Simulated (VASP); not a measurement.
# Ba4Ti5Cl4O12 in VASP: single point with PBE

Aim: the single point of Ba4Ti5Cl4O12 with PBE.

All numbers are computed with VASP 6.6.1; they aren't measurements. Logs are shortened: lines on timing, memory, paths and dates and some standing lists are left out, and cuts for length are marked.

## (1) The cell of the first run

The cell holds a slab with vacuum, 25 atoms: a = 5.668 Å, b = 8.015 Å, c = 17.251 Å, α = 90.00°, β = 90.00°, γ = 90.00°.

## (2) Single point, PBE

File INCAR:

```
PREC     = Accurate       # precision mode
ENCUT    = 520            # plane-wave cutoff, eV
EDIFF    = 1E-6           # SCF threshold, eV
ISMEAR   = 0              # smearing method
SIGMA    = 0.05           # smearing width, eV
LREAL    = Auto         
LASPH    = T              # aspherical terms in the spheres
NELM     = 60             # most SCF steps
ALGO     = Normal         # electronic algorithm
ISIF     = 2              # what is computed and relaxed
LWAVE    = F              # write WAVECAR
LCHARG   = T              # write CHGCAR
GGA      = PE             # functional
LELF     = T              # ELF
LVHAR    = T            
NBANDS   = 118            # bands
```

File KPOINTS:

```
regular mesh
0
Gamma
  2 2 1
```

File POSCAR:

```
Ba4Ti5Cl4O12
1.0
    5.6677180000      0.0000000000      0.0000000000
    0.0000000000      8.0153630000      0.0000000000
    0.0000000000      0.0000000000     17.2507880000
Ba Ti O Cl
4 5 12 4
Direct
    0.5000000000      0.2500000000      0.0579684000
    0.0862345030      0.2496737976      0.3191614637
    0.5000000000      0.7500000000      0.0579684000
    0.0517031948      0.7502198271      0.2484459774
    0.0000000000      0.0000000000      0.0579684000
    0.5432646267      0.0059158446      0.2309475240
    0.0000000000      0.5000000000      0.0579684000
    0.5433432826      0.4934821451      0.2308338567
    0.7785548873      0.7127380864      0.5429181831
    0.2493537507     -0.0033099235      0.1162473425
    0.7297725258      0.0016709052      0.1070679743
    0.0000000000      0.2500000000      0.0579684000
    0.8083260545      0.0121848486      0.2821451656
    0.3248797379     -0.0140916423      0.3026218583
    0.4941594092      0.2500816964      0.2036329871
    0.2494458897      0.5033561159      0.1161942230
    0.7299379280      0.4983478604      0.1071746685
    0.0000000000      0.7500000000      0.0579684000
    0.8080956025      0.4878602185      0.2821952715
    0.3250257186      0.5140870537      0.3027230026
    0.5361601417      0.7499124622      0.1992109324
    0.9956160686      0.4849539475      0.5401708911
    1.0033377124      0.9357256811      0.5469872317
    0.5626717051      0.7216899242      0.4409095703
    0.5591731917      0.7073815952      0.6491115317
```

Potentials or basis: VASP PAW PBE potentials, release 64 (Ba_sv, Ti_sv, O, Cl).

Launch:

```
cat potpaw_PBE.64/Ba_sv/POTCAR potpaw_PBE.64/Ti_sv/POTCAR potpaw_PBE.64/O/POTCAR potpaw_PBE.64/Cl/POTCAR > POTCAR
mpirun -np 1 vasp_std > vasp.out
```

OUTCAR:

```text
PREC = Accurate
   ENCUT = 520
   EDIFF = 1E-6
   ISMEAR = 0
   LREAL = Auto
   LASPH = T
   NELM = 60
   ISIF = 2
   GGA = PE

 ion  position               nearest neighbor table
   1  0.500  0.250  0.058-  15 2.51  11 2.52  17 2.53  16 2.67  10 2.67  12 2.83  12 2.83   7 3.47
                             5 3.47   7 3.47   5 3.47   8 3.57   6 3.58   3 4.01   3 4.01
   2  0.086  0.250  0.319-  14 2.53  20 2.53  13 2.55  19 2.56  15 3.05   6 3.58   8 3.59   4 4.19
                             4 4.20
   3  0.500  0.750  0.058-  21 2.45  11 2.55  17 2.55  16 2.63  10 2.63  18 2.83  18 2.83   7 3.47
                             5 3.47   7 3.47   5 3.47   6 3.63   8 3.63   1 4.01   1 4.01   4 4.15
   4  0.052  0.750  0.248-  13 2.58  19 2.58  14 2.62  20 2.62  21 2.87  21 3.04  10 3.22  16 3.22
                            18 3.30   6 3.47   8 3.48   6 3.55   8 3.55   3 4.15   2 4.19   2 4.20
   5  0.000  0.000  0.058-  10 1.73  11 1.75  12 2.00  18 2.00   1 3.47   3 3.47   1 3.47   3 3.47

   6  0.543  0.006  0.231-  13 1.74  14 1.76  15 2.03  21 2.12  11 2.38   4 3.47   4 3.55   1 3.58
                             2 3.58   3 3.63
   7  0.000  0.500  0.058-  16 1.73  17 1.75  12 2.00  18 2.00   1 3.47   3 3.47   1 3.47   3 3.47

   8  0.543  0.493  0.231-  19 1.74  20 1.76  15 2.03  21 2.13  17 2.38   4 3.48   4 3.55   1 3.57
                             2 3.59   3 3.63
   9  0.779  0.713  0.543-  24 2.14  23 2.20  22 2.20  25 2.21
  10  0.249  0.997  0.116-   5 1.73   3 2.63   1 2.67   4 3.22
  11  0.730  0.002  0.107-   5 1.75   6 2.38   1 2.52   3 2.55
  12  0.000  0.250  0.058-   5 2.00   7 2.00   1 2.83   1 2.83
  13  0.808  0.012  0.282-   6 1.74   2 2.55   4 2.58
  14  0.325  0.986  0.303-   6 1.76   2 2.53   4 2.62
  15  0.494  0.250  0.204-   8 2.03   6 2.03   1 2.51   2 3.05
  16  0.249  0.503  0.116-   7 1.73   3 2.63   1 2.67   4 3.22
  17  0.730  0.498  0.107-   7 1.75   8 2.38   1 2.53   3 2.55
  18  0.000  0.750  0.058-   5 2.00   7 2.00   3 2.83   3 2.83   4 3.30
  19  0.808  0.488  0.282-   8 1.74   2 2.56   4 2.58
  20  0.325  0.514  0.303-   8 1.76   2 2.53   4 2.62
  21  0.536  0.750  0.199-   6 2.12   8 2.13   3 2.45   4 2.87   4 3.04
  22  0.996  0.485  0.540-   9 2.20
  23  0.003  0.936  0.547-   9 2.20
  24  0.563  0.722  0.441-   9 2.14
  25  0.559  0.707  0.649-   9 2.21

  LATTYP: Found a simple orthorhombic cell.
 ALAT       =     5.6677180000
 B/A-ratio  =     1.4142134453
 C/A-ratio  =     3.0436920115

  Lattice vectors:

 A1 = (   5.6677180000,   0.0000000000,   0.0000000000)
 A2 = (   0.0000000000,   8.0153630000,   0.0000000000)
 A3 = (   0.0000000000,   0.0000000000,  17.2507880000)

Analysis of symmetry for initial positions (statically):
=====================================================================
 Subroutine PRICEL returns:
 Original cell was already a primitive cell.

 Routine SETGRP: Setting up the symmetry group for a
 simple orthorhombic supercell.

 Subroutine GETGRP returns: Found  1 space group operations
 (whereof  1 operations were pure point group operations)
 out of a pool of  8 trial point group operations.

The static configuration has the point symmetry C_1 .

Analysis of symmetry for dynamics (positions and initial velocities):
=====================================================================
 Subroutine PRICEL returns:
 Original cell was already a primitive cell.

 Routine SETGRP: Setting up the symmetry group for a
 simple orthorhombic supercell.

 Subroutine GETGRP returns: Found  1 space group operations
 (whereof  1 operations were pure point group operations)
 out of a pool of  8 trial point group operations.

The dynamic configuration has the point symmetry C_1 .

 Subroutine INISYM returns: Found  1 space group operations
 (whereof  1 operations are pure point group operations),
 and found     1 'primitive' translations

----------------------------------------------------------------------------------------

                                     Primitive cell

  volume of cell :     783.6829

  direct lattice vectors                    reciprocal lattice vectors
     5.667718000  0.000000000  0.000000000     0.176437854  0.000000000  0.000000000
     0.000000000  8.015363000  0.000000000     0.000000000  0.124760413  0.000000000
     0.000000000  0.000000000 17.250788000     0.000000000  0.000000000  0.057968366

  length of vectors
     5.667718000  8.015363000 17.250788000     0.176437854  0.124760413  0.057968366

  position of ions in fractional coordinates (direct lattice)
     0.500000000  0.250000000  0.057968400
     0.086234503  0.249673798  0.319161464
     0.500000000  0.750000000  0.057968400
     0.051703195  0.750219827  0.248445977
     0.000000000  0.000000000  0.057968400
     0.543264627  0.005915845  0.230947524
[... 17 lines left out ...]
     0.562671705  0.721689924  0.440909570
     0.559173192  0.707381595  0.649111532

  ion indices of the primitive-cell ions
   primitive index   ion index
                 1           1
                 2           2
                 3           3
                 4           4
                 5           5
                 6           6
[... 17 lines left out ...]
                24          24
                25          25

----------------------------------------------------------------------------------------

 KPOINTS: regular mesh

Automatic generation of k-mesh.
 Grid dimensions read from file:
 generate k-points for:    2    2    1

 Generating k-lattice:

  Cartesian coordinates                     Fractional coordinates (reciprocal lattice)
     0.088218927  0.000000000  0.000000000     0.500000000  0.000000000  0.000000000
     0.000000000  0.062380207  0.000000000     0.000000000  0.500000000  0.000000000
     0.000000000  0.000000000  0.057968366     0.000000000  0.000000000  1.000000000

  Length of vectors
     0.088218927  0.062380207  0.057968366

  Shift w.r.t. Gamma in fractional coordinates (k-lattice)
     0.000000000  0.000000000  0.000000000

 Subroutine IBZKPT returns following result:
 ===========================================

 Found      4 irreducible k-points:

 Following reciprocal coordinates:
            Coordinates               Weight
  0.000000  0.000000  0.000000      1.000000
  0.500000  0.000000  0.000000      1.000000
  0.000000  0.500000  0.000000      1.000000
  0.500000  0.500000  0.000000      1.000000
   k-points           NKPTS =      4   k-points in BZ     NKDIM =      4   number of bands    NBANDS=    118
   number of dos      NEDOS =    301   number of ions     NIONS =     25
   total plane-waves  NPLWV = 322560
   dimension x,y,z NGX =    42 NGY =   60 NGZ =  128
   dimension x,y,z NGXF=    84 NGYF=  120 NGZF=  256
   ions per type =               4   5  12   4
   NGX,Y,Z   is equivalent  to a cutoff of  12.32, 12.44, 12.34 a.u.
   NGXF,Y,Z  is equivalent  to a cutoff of  24.64, 24.89, 24.67 a.u.
 SYSTEM =  unknown system
   PREC   = accura    normal or accurate (medium, high low for compatibility)
   ISTART =      0    job   : 0-new  1-cont  2-samecut
   ICHARG =      2    charge: 1-file 2-atom 10-const
   ISPIN  =      1    spin polarized calculation?
   LNONCOLLINEAR =      F non collinear calculations
   LSORBIT =      F    spin-orbit coupling
   LASPH  =      T    aspherical Exc in radial PAW
   ENCUT  =  520.0 eV  38.22 Ry    6.18 a.u.  10.54 14.90 32.08*2*pi/ulx,y,z
   NELM   =     60;   NELMIN=  2; NELMDL= -5     # of ELM steps
   EDIFF  = 0.1E-05   stopping-criterion for ELM
   LREAL  =      T    real-space projection
   EDIFFG = 0.1E-04   stopping-criterion for IOM
   NSW    =      0    number of steps for IOM
   IBRION =     -1    ionic relax: 0-MD 1-quasi-New 2-CG
   NFREE  =      0    steps in history (QN), initial steepest desc. (CG)
   ISIF   =      2    stress and relaxation
   ISYM   =      2    0-nonsym 1-usesym 2-fastsym
   POTIM  = 0.5000    time-step for ionic-motion
   TEBEG  =    0.0;   TEEND  =   0.0 temperature during run
   PSTRESS=    0.0 pullay stress
   NELECT =     200.0000    total number of electrons
   NUPDOWN=      -1.0000    fix difference up-down
   EMIN   =  10.00;   EMAX   =-10.00  energy-range for DOS
   EFERMI =   0.00;   METHOD = LEGACY
   ISMEAR =     0;   SIGMA  =   0.05  broadening in eV -4-tet -1-fermi 0-gaus
   EFERMI_NEDOS =   21; number of points for ismear=-14 and -15
   IALGO  =     38    algorithm
   IMIX   =      4    mixing-type and parameters
     AMIX     =   0.40;   BMIX     =  1.00
     AMIX_MAG =   1.60;   BMIX_MAG =  1.00
  volume/ion in A,a.u.               =      31.35       211.54
  Fermi-wavevector in a.u.,A,eV,Ry     =   1.038416  1.962322 14.671268  1.078308
  Thomas-Fermi vector in A             =   2.172899
   LORBIT       =      0    0 simple, 1 ext, 2 COOP (PROOUT), +10 PAW based schemes
   GGA     = PE    functional components
   LHFCALC =     F    Hartree Fock is set to
   AEXX    =    0.0000 exact exchange contribution
   IVDW    =     0    specifies the selected vdW correction
   LEPSILON=     F    determine dielectric tensor
   LRPA    =     F    only Hartree local field effects (RPA)
 non-spin polarized calculation
 Gauss-broadening in eV      SIGMA  =   0.05
  energy-cutoff  :      520.00
  volume of cell :      783.68
 maximum number of plane-waves:     21170
   NGX = 21   NGY = 29   NGZ = 65

 number of electron     199.9999992 magnetization

 Free energy of the ion-electron system (eV)
  ---------------------------------------------------
  ext. energy  EPLUGINS =         0.00000000
  ---------------------------------------------------
  free energy    TOTEN  =      -174.72401930 eV

  energy without entropy =     -174.72401666  energy(sigma->0) =     -174.72401798

 E-fermi :   0.1409     XC(G=0):  -6.2371

 val. band max:       -0.0058663971   @ k =   0.0000   0.5000   0.0000
 cond. band min:       0.2894623903   @ k =   0.0000   0.0000   0.0000
 fundamental gap:      0.2953287874
 Fermi energy:         0.1408809751

 k-point     1 :       0.0000    0.0000    0.0000
  band No.  band energies     occupation
      1     -58.9732      2.00000
      2     -57.1815      2.00000
      3     -57.1791      2.00000
      4     -55.3838      2.00000
      5     -55.3614      2.00000
      6     -35.2570      2.00000
[... 104 lines left out ...]
    111       2.7239      0.00000
    112       2.8117      0.00000
[... 343 lines left out ...]
    111       2.3216      0.00000
    112       2.8948      0.00000
 [bands above 112 left out]

------------------------ aborting loop because EDIFF is reached ----------------------------------------

  FORCE on cell =-STRESS in cart. coord.  units (eV):
  Direction    XX          YY          ZZ          XY          YZ          ZX
  --------------------------------------------------------------------------------------
  -------------------------------------------------------------------------------------
  Total       20.6256991      5.8588089      1.3067142      0.0002867     -0.0256453      0.2892228
  in kB       42.1676008     11.9778686      2.6714731      0.0005862     -0.0524297      0.5912930
  external PRESSURE =      18.9389809 kB  Pullay stress =       0.0000000 kB

 VOLUME and BASIS-vectors are now :
 -----------------------------------------------------------------------------
  energy-cutoff  :      520.00
  volume of cell :      783.68
      direct lattice vectors                 reciprocal lattice vectors
     5.667718000  0.000000000  0.000000000     0.176437854  0.000000000  0.000000000
     0.000000000  8.015363000  0.000000000     0.000000000  0.124760413  0.000000000
     0.000000000  0.000000000 17.250788000     0.000000000  0.000000000  0.057968366

 POSITION                                       TOTAL-FORCE (eV/Angst)
 -----------------------------------------------------------------------------------
      2.83386      2.00384      1.00000        -0.344829     -0.000861      0.952377
      0.48875      2.00123      5.50579        -0.007030      0.000521      0.173576
      2.83386      6.01152      1.00000        -0.032503     -0.000056      0.571401
      0.29304      6.01328      4.28589        -0.017356     -0.000649     -0.130466
      0.00000      0.00000      1.00000         0.064636      0.253190      1.867266
      3.07907      0.04742      3.98403        -0.007723     -0.015224     -0.131834
[... 17 lines left out ...]
      3.18906      5.78461      7.60604        -0.009703      0.001798     -0.018279
      3.16924      5.66992     11.19769        -0.001458     -0.002183      0.007873
 -----------------------------------------------------------------------------------
    total drift:                                0.024176      0.003347     -0.053673

  FREE ENERGIE OF THE ION-ELECTRON SYSTEM (eV)
  ---------------------------------------------------
  free  energy   TOTEN  =      -174.7240193003 eV

  energy  without entropy=     -174.7240166579  energy(sigma->0) =     -174.72401798
```

Wall time 18 min (1 thread of Intel Xeon Platinum 8259CL at 2.50GHz (Skylake/Cascade Lake), shared host); peak memory 0.8 GiB.

Results:

```
Free energy            : -174.7240 eV
Largest force          : 3.308 eV/Å
Band gap on the k mesh : 0.30 eV (least direct gap 0.31 eV)
```

Forces in eV/Å, atoms in the order of the input:
```
Ba  -0.345 -0.001  0.952
Ba  -0.007  0.001  0.174
Ba  -0.033  0.000  0.571
Ba  -0.017 -0.001 -0.130
Ti   0.065  0.253  1.867
Ti  -0.008 -0.015 -0.132
Ti   0.064 -0.252  1.869
Ti  -0.008  0.028 -0.126
Ti  -0.003  0.004  0.012
O    0.009  0.002  0.155
O    0.060 -0.010  0.166
O    0.156  0.002 -3.305
O   -0.075  0.009  0.056
O    0.095 -0.076  0.106
O   -0.002  0.006  0.148
O    0.009 -0.006  0.159
O    0.056  0.006  0.166
O   -0.074  0.000 -3.058
O   -0.070 -0.012  0.057
O    0.091  0.071  0.104
O    0.030  0.000  0.190
Cl   0.012 -0.021  0.001
Cl   0.006  0.013  0.006
Cl  -0.010  0.002 -0.018
Cl  -0.001 -0.002  0.008
```

Caveat: the k points lie up to 0.55 Å⁻¹ apart; there is no dipole correction, which matters where the two faces differ; spin-orbit coupling is left out, which moves the levels of the heavy elements.
